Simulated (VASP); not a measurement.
# S (P6_3/mmc) in VASP: notebook

Runs on S. Level: PBE. Tasks: relaxation of cell and atoms.

Everything below comes from runs of VASP 6.6.1. Logs are shortened: lines on timing, memory, paths and dates and some standing lists are left out, and cuts for length are marked.

## (1) The cell of the first run

It takes space group P6_3/mmc (No. 194, hexagonal). Conventional cell: a = 2.513 Å, b = 2.513 Å, c = 4.072 Å, α = 90.00°, β = 90.00°, γ = 120.00°. S (site symmetry -6m2) has 12 S at 2.50 to 2.51 Å within 3.3 Å.

This isn't the form of S at room conditions, which is orthorhombic, of S8 rings.

## (2) Relaxation of cell and atoms, PBE, target pressure 58 GPa, at which the enthalpy is minimised

Contents of INCAR:

```
SYSTEM = S
ALGO     = Normal         ! electronic algorithm
EDIFF    = 1E-6           ! SCF threshold, eV
EDIFFG   = -0.005         ! ionic threshold
ENCUT    = 600            ! plane-wave cutoff, eV
GGA      = PE             ! functional
IBRION   = 2              ! ionic algorithm
ISIF     = 3              ! what is computed and relaxed
ISMEAR   = -1             ! smearing method
LASPH    = .TRUE.         ! aspherical terms in the spheres
LCHARG   = .FALSE.        ! write CHGCAR
LREAL    = .FALSE.        ! projectors in reciprocal space
LWAVE    = .FALSE.        ! write WAVECAR
NELM     = 80             ! most SCF steps
NSW      = 60             ! ionic steps
PREC     = Accurate       ! precision mode
PSTRESS  = 580.0        
SIGMA    = 0.08           ! smearing width, eV
```

Contents of KPOINTS:

```
k-points
0
G
  17 17 9
  0 0 0
```

Contents of POSCAR:

```
S
1.0
    2.5133450067      0.0000000000      0.0000000000
   -1.2566725034      2.1766206243      0.0000000000
    0.0000000000      0.0000000000      4.0716189109
S
2
Direct
    0.3333333333      0.6666666667      0.2500000000
    0.6666666667      0.3333333333      0.7500000000
```

Potentials or basis: VASP PAW PBE potentials, release 64 (S).

Started as:

```bash
$ cat potpaw_PBE.64/S/POTCAR > POTCAR
$ mpirun -np 1 vasp_std > vasp.out
```

OUTCAR:

```text
SYSTEM = S
   EDIFF = 1E-6
   EDIFFG = -0.005
   ENCUT = 600
   GGA = PE
   IBRION = 2
   ISIF = 3
   ISMEAR = -1
   LASPH = .TRUE.
   LREAL = .FALSE.
   NELM = 80
   NSW = 60
   PREC = Accurate
   PSTRESS = 580.0

 ion  position               nearest neighbor table
   1  0.333  0.667  0.250-   2 2.50   2 2.50   2 2.50   2 2.50   2 2.50   2 2.50
   2  0.667  0.333  0.750-   1 2.50   1 2.50   1 2.50   1 2.50   1 2.50   1 2.50

  LATTYP: Found a hexagonal cell.
 ALAT       =     2.5133450067
 C/A-ratio  =     1.6200000000

  Lattice vectors:

 A1 = (   2.5133450067,   0.0000000000,   0.0000000000)
 A2 = (  -1.2566725034,   2.1766206243,   0.0000000000)
 A3 = (   0.0000000000,   0.0000000000,   4.0716189109)

Analysis of symmetry for initial positions (statically):
=====================================================================
 Subroutine PRICEL returns:
 Original cell was already a primitive cell.

 Routine SETGRP: Setting up the symmetry group for a
 hexagonal supercell.

 Subroutine GETGRP returns: Found 24 space group operations
 (whereof 12 operations were pure point group operations)
 out of a pool of 24 trial point group operations.

The static configuration has the point symmetry D_3d.
 The point group associated with its full space group is D_6h.

Analysis of symmetry for dynamics (positions and initial velocities):
=====================================================================
 Subroutine PRICEL returns:
 Original cell was already a primitive cell.

 Routine SETGRP: Setting up the symmetry group for a
 hexagonal supercell.

 Subroutine GETGRP returns: Found 24 space group operations
 (whereof 12 operations were pure point group operations)
 out of a pool of 24 trial point group operations.

The dynamic configuration has the point symmetry D_3d.
 The point group associated with its full space group is D_6h.

 Subroutine INISYM returns: Found 24 space group operations
 (whereof 12 operations are pure point group operations),
 and found     1 'primitive' translations

----------------------------------------------------------------------------------------

                                     Primitive cell

  volume of cell :      22.2742

  direct lattice vectors                    reciprocal lattice vectors
     2.513345007  0.000000000  0.000000000     0.397876136  0.229713894  0.000000000
    -1.256672503  2.176620624  0.000000000     0.000000000  0.459427789  0.000000000
[... 110 lines left out ...]
   GGA     = PE    functional components
   LHFCALC =     F    Hartree Fock is set to
   AEXX    =    0.0000 exact exchange contribution
   IVDW    =     0    specifies the selected vdW correction
   LEPSILON=     F    determine dielectric tensor
   LRPA    =     F    only Hartree local field effects (RPA)
 conjugate gradient relaxation of ions
 non-spin polarized calculation
  energy-cutoff  :      600.00
  volume of cell :       22.27
 maximum number of plane-waves:       764
 NGX is ok and might be reduce to    20
   NGX =  9   NGY =  9   NGZ = 17

--------------------------------------- Ionic step        1  -------------------------------------------

 number of electron      11.9999998 magnetization

 Free energy of the ion-electron system (eV)
  ---------------------------------------------------
  ext. energy  EPLUGINS =         0.00000000
  ---------------------------------------------------
  free energy    TOTEN  =        -4.42869249 eV

  energy without entropy =       -4.41070412  energy(sigma->0) =       -4.41969830

------------------------ aborting loop because EDIFF is reached ----------------------------------------

  FORCE on cell =-STRESS in cart. coord.  units (eV):
  Direction    XX          YY          ZZ          XY          YZ          ZX
  --------------------------------------------------------------------------------------
  -------------------------------------------------------------------------------------
  Total        8.9781916      8.9781916      6.0411544     -0.0000000      0.0000000      0.0000000
  in kB      645.7991698    645.7991699    434.5387898     -0.0000000      0.0000000      0.0000000
  external PRESSURE =      -4.6209568 kB  Pullay stress =     580.0000000 kB
[... 97 lines left out ...]
  energy  without entropy=       -4.3744441769  energy(sigma->0) =       -4.38360363

  enthalpy is  TOTEN    =         3.2935454068 eV   P V=        7.6863084823

[... ionic steps 4 to 14 ...]

--------------------------------------- Ionic step       15  -------------------------------------------

 number of electron      12.0000002 magnetization

------------------------ aborting loop because EDIFF is reached ----------------------------------------
[... 71 lines left out ...]
--------------------------------------- Ionic step       17  -------------------------------------------

 number of electron      12.0000002 magnetization

 Free energy of the ion-electron system (eV)
  ---------------------------------------------------
  ext. energy  EPLUGINS =         0.00000000
  ---------------------------------------------------
  free energy    TOTEN  =        -5.04782290 eV

  energy without entropy =       -5.03271634  energy(sigma->0) =       -5.04026962

 E-fermi :  13.3544     XC(G=0): -12.7289

 val. band max:       13.3362318211   @ k =   0.4118   0.0588   0.1111
 cond. band min:      13.3693418657   @ k =   0.3529   0.2941   0.0000
 fundamental gap:      0.0331100446
 Fermi energy:        13.3543931471

 k-point     1 :       0.0000    0.0000    0.0000
  band No.  band energies     occupation
      1      -7.9236      2.00000
      2       3.4852      2.00000
      3       3.6707      2.00000
      4      11.9216      2.00000
      5      11.9216      2.00000
      6      15.6663      0.00000
      7      15.6663      0.00000
      8      18.1384      0.00000
      9      20.4717      0.00000
     10      24.6474      0.00000
[... 287 lines left out ...]
 k-point    24 :       0.1765    0.1765    0.0000
  band No.  band energies     occupation
      1      -5.8160      2.00000
      2       2.9308      2.00000
      3       5.6141      2.00000
      4       7.1410      2.00000
      5       7.4366      2.00000
      6      14.4603      0.00000
      7      14.5831      0.00000
      8      15.8455      0.00000
      9      20.3421      0.00000
     10      20.8329      0.00000

 [... further k-points ...]

------------------------ aborting loop because EDIFF is reached ----------------------------------------

  FORCE on cell =-STRESS in cart. coord.  units (eV):
  Direction    XX          YY          ZZ          XY          YZ          ZX
  --------------------------------------------------------------------------------------
  -------------------------------------------------------------------------------------
  Total        8.2183141      8.2183141      8.2193078     -0.0000000      0.0000000      0.0000000
  in kB      579.5035730    579.5035731    579.5736414     -0.0000001      0.0000000      0.0000000
  external PRESSURE =      -0.4730708 kB  Pullay stress =     580.0000000 kB
[... 21 lines left out ...]
  energy  without entropy=       -5.0327163386  energy(sigma->0) =       -5.04026962

  enthalpy is  TOTEN    =         3.1775313502 eV   P V=        8.2253542472

 reached required accuracy - stopping structural energy minimisation
```

OSZICAR:

```text
N       E                     dE             d eps       ncg     rms          rms(c)
DAV:   1     0.523842390665E+02    0.52384E+02   -0.68798E+03  3300   0.126E+03
DAV:   2    -0.240786932822E+01   -0.54792E+02   -0.52553E+02  5174   0.182E+02
[... 126 lines left out ...]
DAV:   4    -0.505972294808E+01   -0.10678E-06   -0.13908E-07  1708   0.358E-03
  16 F= 0.31776126E+01 E0= 0.31851054E+01  d E =-.993136E-03
       N       E                     dE             d eps       ncg     rms          rms(c)
DAV:   1    -0.504786033951E+01    0.11863E-01   -0.26576E-03  3586   0.402E-01    0.124E-01
DAV:   2    -0.504783568160E+01    0.24658E-04   -0.75241E-05  3792   0.791E-02    0.525E-02
DAV:   3    -0.504782274436E+01    0.12937E-04   -0.20695E-05  3738   0.335E-02    0.177E-02
DAV:   4    -0.504782289705E+01   -0.15269E-06   -0.80346E-07  1798   0.766E-03
  17 F= 0.31775314E+01 E0= 0.31850846E+01  d E =-.812523E-04
```

Wall time 3.4 min (1 thread of Intel Xeon Platinum 8259CL at 2.50GHz (Skylake/Cascade Lake), shared host); peak memory 0.17 GiB.

Results:

```
Free energy                                                : -5.0478 eV
Relaxed volume                                             : 11.36 Å³/atom
Relaxed cell                                               : a = 2.772 Å, b = 2.772 Å, c = 3.414 Å, α = 90.00°, β = 90.00°, γ = 120.00°
Space group after relaxing (to 0.1 Å)                      : P6_3/mmc (No. 194)
Energy change on relaxing (the run minimises the enthalpy) : -309.6 meV/atom
Ionic steps                                                : 17
Pressure after relaxing                                    : 58.0 GPa
Band gap on the k mesh                                     : zero (bands 6 and 7 overlap by 4.89 eV)
```

Step by step:
```csv
step,energy change (eV),largest force (eV/Å),pressure (GPa),volume (Å³)
1,0.0000,0.0000,57.54,22.27
2,-0.0821,0.0000,59.63,22.13
3,0.0359,0.0000,80.61,21.23
4,-0.1582,0.0000,68.97,21.67
5,-0.0997,0.0000,74.25,21.46
6,-0.3309,0.0000,68.29,22.00
7,-0.4247,0.0000,65.92,22.24
8,-0.5976,0.0000,61.45,22.73
9,-0.4917,0.0000,64.22,22.43
10,-0.5638,0.0000,61.32,22.59
11,-0.6871,0.0000,55.92,22.91
12,-0.6678,0.0000,56.80,22.86
13,-0.6709,0.0000,56.65,22.87
14,-0.6544,0.0000,57.01,22.82
15,-0.6340,0.0000,57.44,22.76
16,-0.6310,0.0000,57.48,22.75
17,-0.6191,0.0000,57.95,22.72
```

Final structure:
```yaml
crystal:
  lattice:
    - [2.77212, 0.00000, 0.00000]
    - [-1.38606, 2.40072, 0.00000]
    - [0.00000, 0.00000, 3.41415]
  atoms:
    - { symbol: S, position: [0.33333, 0.66667, 0.25000] }
    - { symbol: S, position: [0.66667, 0.33333, 0.75000] }
```

Caveat: the cell is relaxed towards a set pressure, so the run minimises the enthalpy, not the energy; a cell axis changed by over 15 % at a fixed basis, so the end point is rough.

## (3) Relaxation of cell and atoms, PBE, target pressure 58 GPa, at which the enthalpy is minimised

This run uses another cell than the first one, of 11.39 Å³/atom.

Contents of INCAR:

```
PREC = Accurate
ENCUT = 600
EDIFF = 1E-7
ISMEAR = -1
SIGMA = 0.08
LREAL = F
LASPH = T
NELM = 60
ALGO = Normal
ISIF = 3
LWAVE = F
LCHARG = F
GGA = PE
IBRION = 2
NSW = 32
EDIFFG = -0.005
PSTRESS = 580.0
```

Contents of KPOINTS:

```
Automatic mesh
0
Gamma
  17 17 9
```

Contents of POSCAR:

```
S
1.0
    2.7749530715      0.0000000000      0.0000000000
   -1.3874765358      2.4031798542      0.0000000000
    0.0000000000      0.0000000000      3.4153049317
S
2
Direct
    0.3333333333      0.6666666667      0.2500000000
    0.6666666667      0.3333333333      0.7500000000
```

Potentials or basis: VASP PAW PBE potentials, release 64 (S).

Started as:

```bash
$ cat potpaw_PBE.64/S/POTCAR > POTCAR
$ mpirun -np 1 vasp_std > vasp.out
```

Wall time 50 s (1 thread of Intel Xeon Platinum 8259CL at 2.50GHz (Skylake/Cascade Lake), shared host); peak memory 0.17 GiB.

Results (log left out):

```
Free energy                                                : -5.0492 eV
Relaxed volume                                             : 11.36 Å³/atom
Relaxed cell                                               : a = 2.773 Å, b = 2.773 Å, c = 3.413 Å, α = 90.00°, β = 90.00°, γ = 120.00°
Space group after relaxing (to 0.1 Å)                      : P6_3/mmc (No. 194)
Energy change on relaxing (the run minimises the enthalpy) : +9.6 meV/atom
Ionic steps                                                : 5
Pressure after relaxing                                    : 58.0 GPa
Band gap on the k mesh                                     : zero (bands 6 and 7 overlap by 4.88 eV)
```

Step by step:
```csv
step,energy change (eV),largest force (eV/Å),pressure (GPa),volume (Å³)
1,0.0000,0.0000,57.36,22.78
2,0.0548,0.0000,59.22,22.63
3,0.0188,0.0000,58.00,22.72
4,0.0184,0.0000,57.99,22.72
5,0.0192,0.0000,57.99,22.72
```

Final structure:
```xyz
2
Lattice="2.7725 0.0000 0.0000 -1.3863 2.4011 0.0000 0.0000 0.0000 3.4133" Properties=species:S:1:pos:R:3 pbc="T T T"
S     0.0000    1.6007    0.8533
S     1.3863    0.8004    2.5600
```

Levels at points of the mesh, in eV from the Fermi level:
```
           k point  band 3  band 4  band 5  band 6  band 7  band 8  band 9  band 10
(0.00, 0.00, 0.00)   -9.68   -1.44   -1.44    2.31    2.31    4.78    7.12    11.28
```

Caveat: the cell is relaxed towards a set pressure, so the run minimises the enthalpy, not the energy.

The gap in the log of VASP goes by the Fermi energy; the results here count the filled bands.